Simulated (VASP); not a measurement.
# Si (P-1) in VASP: notebook, part 2 of 2

VASP 6.6.1.

## 3. Single point, LDA

Input file INCAR:

```
SYSTEM = Si
PREC = Accurate
ENCUT = 520
EDIFF = 1E-6
ISMEAR = 0
SIGMA = 0.05
LREAL = .FALSE.
LASPH = .TRUE.
NELM = 60
ALGO = Normal
ISIF = 2
LWAVE = .FALSE.
LCHARG = .TRUE.
LELF = .TRUE.
LVHAR = .TRUE.
NBANDS = 21
```

Input file KPOINTS:

```
Automatic mesh
0
G
  8 8 3
  0 0 0
```

Input file POSCAR:

```
Si
1.0
    2.7154700000     -2.7154700000      0.0000000000
    2.7154700000      0.0000000000     -2.7154700000
    6.5171280000      4.3447520000      5.4309400000
Si
6
Direct
    0.4500133333      0.6666666667      0.5416333333
    0.9166800000      0.0000000000      0.2083000000
   -0.0166533333      0.3333333333      0.8749666667
    0.3500133333      0.6666666667      0.7916333333
    0.8166800000      1.0000000000      0.4583000000
    0.2833466667      0.3333333333      0.1249666667
```

Potentials or basis: VASP PAW LDA potentials, release 64 (Si).

Run with:

```sh
$ cat potpaw_LDA.64/Si/POTCAR > POTCAR
$ mpirun -np 1 vasp_std > vasp.out
```

OUTCAR:

```text
SYSTEM = Si
   PREC = Accurate
   ENCUT = 520
   EDIFF = 1E-6
   ISMEAR = 0
   LREAL = .FALSE.
   LASPH = .TRUE.
   NELM = 60
   ISIF = 2

 ion  position               nearest neighbor table
   1  0.450  0.667  0.542-   5 2.35   5 2.35   5 2.35   4 2.35
   2  0.917  0.000  0.208-   6 2.35   6 2.35   5 2.35   6 2.35
   3  0.983  0.333  0.875-   4 2.35   4 2.35   4 2.35   6 2.81
   4  0.350  0.667  0.792-   3 2.35   1 2.35   3 2.35   3 2.35
   5  0.817  0.000  0.458-   1 2.35   1 2.35   1 2.35   2 2.35
   6  0.283  0.333  0.125-   2 2.35   2 2.35   2 2.35   3 2.81

  LATTYP: Found a base centered monoclinic cell.
 ALAT       =     3.8402545022
 B/A-ratio  =     1.7320508076
 C/A-ratio  =     2.4819347292
 COS(beta)  =    -0.1611645928

  Lattice vectors:

 A1 = (   0.0000000000,   2.7154700000,  -2.7154700000)
 A2 = (  -2.7154700000,   0.0000000000,   2.7154700000)
 A3 = (   6.5171280000,   4.3447520000,   5.4309400000)

Analysis of symmetry for initial positions (statically):
=====================================================================
 Subroutine PRICEL returns:
 Original cell was already a primitive cell.

 Routine SETGRP: Setting up the symmetry group for a
 base centered monoclinic supercell.

 Subroutine GETGRP returns: Found  2 space group operations
 (whereof  1 operations were pure point group operations)
 out of a pool of  4 trial point group operations.

The static configuration has the point symmetry C_1 .
 The point group associated with its full space group is S_2 .

Analysis of symmetry for dynamics (positions and initial velocities):
=====================================================================
 Subroutine PRICEL returns:
 Original cell was already a primitive cell.

 Routine SETGRP: Setting up the symmetry group for a
 base centered monoclinic supercell.

 Subroutine GETGRP returns: Found  2 space group operations
 (whereof  1 operations were pure point group operations)
 out of a pool of  4 trial point group operations.
[... 133 lines left out ...]
  Thomas-Fermi vector in A             =   2.085990
   LORBIT       =      0    0 simple, 1 ext, 2 COOP (PROOUT), +10 PAW based schemes
   GGA     = CA    functional components
   LHFCALC =     F    Hartree Fock is set to
   AEXX    =    0.0000 exact exchange contribution
   IVDW    =     0    specifies the selected vdW correction
   LEPSILON=     F    determine dielectric tensor
   LRPA    =     F    only Hartree local field effects (RPA)
 non-spin polarized calculation
 Gauss-broadening in eV      SIGMA  =   0.05
  energy-cutoff  :      520.00
  volume of cell :      120.14
 maximum number of plane-waves:      3257
 NGX is ok and might be reduce to    30
   NGX = 15   NGY = 15   NGZ = 35

 number of electron      23.9999999 magnetization

 Free energy of the ion-electron system (eV)
  ---------------------------------------------------
  ext. energy  EPLUGINS =         0.00000000
  ---------------------------------------------------
  free energy    TOTEN  =       -34.68719494 eV

  energy without entropy =      -34.68643030  energy(sigma->0) =      -34.68681262

 E-fermi :   5.7494     XC(G=0):  -9.6529

 val. band max:        5.7349851237   @ k =   0.5000   0.2500   0.3333
 cond. band min:       5.7771755031   @ k =   0.5000   0.0000   0.3333
 fundamental gap:      0.0421903794
 Fermi energy:         5.7493669695

 k-point     1 :       0.0000    0.0000    0.0000
  band No.  band energies     occupation
      1      -6.1613      2.00000
      2      -4.8653      2.00000
      3      -4.7352      2.00000
      4       0.3835      2.00000
      5       0.7956      2.00000
      6       4.5541      2.00000
[... 565 lines left out ...]
     20      11.7733      0.00000
     21      12.3711      0.00000

 [... further k-points ...]

------------------------ aborting loop because EDIFF is reached ----------------------------------------

  FORCE on cell =-STRESS in cart. coord.  units (eV):
  Direction    XX          YY          ZZ          XY          YZ          ZX
  --------------------------------------------------------------------------------------
  -------------------------------------------------------------------------------------
  Total       -5.4991834     -0.8731259     -0.4576454      0.3997980      1.5489763     -0.8833145
  in kB      -73.3368930    -11.6439729     -6.1031413      5.3316900     20.6570873    -11.7798478
  external PRESSURE =     -30.3613357 kB  Pullay stress =       0.0000000 kB

 VOLUME and BASIS-vectors are now :
 -----------------------------------------------------------------------------
  energy-cutoff  :      520.00
  volume of cell :      120.14
      direct lattice vectors                 reciprocal lattice vectors
     2.715470000 -2.715470000  0.000000000     0.098202767 -0.270057608  0.098202767
     2.715470000  0.000000000 -2.715470000     0.122753458  0.122753458 -0.245506917
     6.517128000  4.344752000  5.430940000     0.061376729  0.061376729  0.061376729

 POSITION                                       TOTAL-FORCE (eV/Angst)
 -----------------------------------------------------------------------------------
      6.56220      1.13126      1.13126         0.017852     -0.176325     -0.200621
      3.84673     -1.58421      1.13126        -0.006276     -0.166034      0.020667
      9.27767      1.13126      3.84673         0.862599     -0.273241      0.368463
      7.91994      2.48900      2.48900         0.006276      0.166034     -0.020667
      5.20447     -0.22647      2.48900        -0.017852      0.176325      0.200621
      2.48900     -0.22647     -0.22647        -0.862599      0.273241     -0.368463
 -----------------------------------------------------------------------------------
    total drift:                               -0.000000     -0.000000     -0.000000

  FREE ENERGIE OF THE ION-ELECTRON SYSTEM (eV)
  ---------------------------------------------------
  free  energy   TOTEN  =       -34.6871949391 eV

  energy  without entropy=      -34.6864302992  energy(sigma->0) =      -34.68681262
```

Run time: 2.1 min. Hardware: 1 thread of AMD EPYC 9R45 (Zen 5), shared host; peak memory 0.27 GiB.

What came out:

```yaml
Free_energy: -34.6872 eV
Pressure: -3.0 GPa
Largest_force: 0.977 eV/Å
Band_gap_on_the_k_mesh: zero (band 12 reaches 6.33 eV, above the bottom of band 13 at 4.93 eV)
```

Forces on the atoms (eV/Å):
```
Si   0.018 -0.176 -0.201
Si  -0.006 -0.166  0.021
Si   0.863 -0.273  0.368
Si   0.006  0.166 -0.021
Si  -0.018  0.176  0.201
Si  -0.863  0.273 -0.368
```

Stress tensor (GPa, compression positive):
```
-7.33  0.53 -1.18
 0.53 -1.16  2.07
-1.18  2.07 -0.61
```

## 4. Single point, LDA

Input file INCAR:

```
  ALGO = Normal
  EDIFF = 1E-7
  ENCUT = 520
  GGA = CA
  ISIF = 2
  ISMEAR = 0
  LASPH = True
  LCHARG = True
  LELF = True
  LREAL = False
  LVHAR = True
  LWAVE = False
  NBANDS = 21
  NELM = 100
  PREC = Accurate
  SIGMA = 0.05
```

Input file KPOINTS:

```
k-points
0
Gamma
  8 8 3
```

Input file POSCAR:

```
Si
1.0
    2.7154700000     -2.7154700000      0.0000000000
    2.7154700000      0.0000000000     -2.7154700000
    6.2455810000      4.6162990000      5.4309400000
Si
6
Direct
    0.5041766667      0.6666666667      0.5416333333
    0.9375100000      0.0000000000      0.2083000000
    0.0708433333      0.3333333333      0.8749666667
    0.4291766667      0.6666666667      0.7916333333
    0.8625100000      1.0000000000      0.4583000000
    0.2958433333      0.3333333333      0.1249666667
```

Run with:

```sh
$ cat potpaw_LDA.64/Si/POTCAR > POTCAR
$ mpirun -np 1 vasp_std > vasp.out
```

Run time: 2.3 min. Hardware: 1 thread of AMD EPYC 9R45 (Zen 5), shared host; peak memory 0.26 GiB.

It converged, with:

- Free energy: -35.0632 eV
- Pressure: -2.7 GPa
- Largest force: 1.175 eV/Å
- Band gap on the k mesh: zero (band 12 reaches 6.21 eV, above the bottom of band 13 at 5.31 eV)

Forces in eV/Å, atoms in the order of the input:
```
Si   0.068 -0.185 -0.116
Si   0.057 -0.151  0.047
Si   1.037 -0.359  0.420
Si  -0.057  0.151 -0.047
Si  -0.068  0.185  0.116
Si  -1.037  0.359 -0.420
```

Stress tensor (GPa, compression positive):
```
-7.25  0.28 -1.98
 0.28  0.18  1.94
-1.98  1.94 -1.06
```

Levels at points of the mesh, in eV from the Fermi level:
| k point | band 10 | band 11 | band 12 | band 13 | band 14 | band 15 |
| --- | --- | --- | --- | --- | --- | --- |
| (0.00, 0.00, 0.00) | -0.47 | -0.18 | 0.38 | 1.50 | 1.92 | 2.03 |
| (0.50, 0.00, 0.00) | -2.32 | -1.77 | -1.56 | -0.52 | 0.67 | 1.62 |
| (0.50, 0.50, 0.00) | -2.16 | -1.75 | -1.61 | 0.58 | 1.13 | 1.73 |
| (0.00, 0.50, 0.00) | -2.71 | -1.90 | -1.59 | 0.40 | 0.83 | 1.14 |

Caveat: forces of over 1 eV/Å act on the atoms, so gaps and moduli don't describe the material at rest.

## 5. Single point, LDA

Input file INCAR:

```
PREC = Accurate
ENCUT = 520
EDIFF = 1E-7
ISMEAR = 0
SIGMA = 0.05
LREAL = False
LASPH = True
NELM = 80
ALGO = Normal
ISIF = 2
LWAVE = False
LCHARG = False
NBANDS = 21
```

Input file KPOINTS:

```
regular mesh
0
Gamma
  8 8 3
```

Input file POSCAR:

```
Si
1.0
    2.7154700000     -2.7154700000      0.0000000000
    2.7154700000      0.0000000000     -2.7154700000
    5.7024870000      5.1593930000      5.4309400000
Si
6
Direct
    0.6125033333      0.6666666667      0.5416333333
    0.9791700000      0.0000000000      0.2083000000
    0.2458366667      0.3333333333      0.8749666667
    0.5875033333      0.6666666667      0.7916333333
    0.9541700000      1.0000000000      0.4583000000
    0.3208366667      0.3333333333      0.1249666667
```

Run with:

```sh
$ cat potpaw_LDA.64/Si/POTCAR > POTCAR
$ mpirun -np 1 vasp_std > vasp.out
```

Run time: 2.4 min. Hardware: 1 thread of AMD EPYC 9R45 (Zen 5), shared host; peak memory 0.26 GiB.

The run converged. Its results:

```
Free energy            : -35.6666 eV
Pressure               : -1.7 GPa
Largest force          : 0.438 eV/Å
Band gap on the k mesh : 0.08 eV, indirect (least direct gap 1.21 eV)
```

Forces on the atoms (eV/Å):
```
Si   0.073 -0.079 -0.009
Si   0.073 -0.072  0.018
Si   0.379 -0.192  0.108
Si  -0.073  0.072 -0.018
Si  -0.073  0.079  0.009
Si  -0.379  0.192 -0.108
```

Stress tensor (GPa, compression positive):
```
-3.39 -0.05 -0.97
-0.05 -0.14  0.73
-0.97  0.73 -1.44
```

Levels at points of the mesh, in eV from the valence-band top:
```csv
k point,band 10,band 11,band 12,band 13,band 14,band 15
"(0.00, 0.00, 0.00)",-0.41,-0.23,0.00,1.43,1.46,2.18
"(0.50, 0.00, 0.00)",-2.79,-1.98,-1.98,0.08,0.41,1.70
"(0.50, 0.50, 0.00)",-2.76,-2.01,-1.98,0.38,0.64,1.69
"(0.00, 0.50, 0.00)",-3.00,-1.99,-1.96,0.39,0.42,1.63
```

A k mesh can miss the band edges.

## 6. Summary

| cell | gap on the mesh (eV) | pressure (GPa) | largest force (eV/Å) |
| --- | --- | --- | --- |
| a = 3.840, b = 3.840, c = 9.438 Å, angles 87.7, 85.3, 60.0°, 6 atoms | none | -2.2 | 0.93 |
| a = 3.840, b = 3.840, c = 9.531 Å, angles 85.4, 80.7, 60.0°, 6 atoms | none | -3.0 | 0.98 |
| a = 3.840, b = 3.840, c = 9.477 Å, angles 86.5, 83.0, 60.0°, 6 atoms | none | -2.7 | 1.17 |
| a = 3.840, b = 3.840, c = 9.414 Å, angles 88.8, 87.7, 60.0°, 6 atoms | 0.08 | -1.7 | 0.44 |

Alike in all rows: task single point; level LDA; potentials or basis VASP PAW LDA potentials, release 64 (Si); no spin polarisation; k mesh 8 × 8 × 3; cutoff (eV) 520; smearing gaussian 0.05 eV.

Caveats: forces of over 1 eV/Å act on the atoms, so gaps and moduli don't describe the material at rest (some runs).

Absolute energies hang on the potentials; compare differences alone.
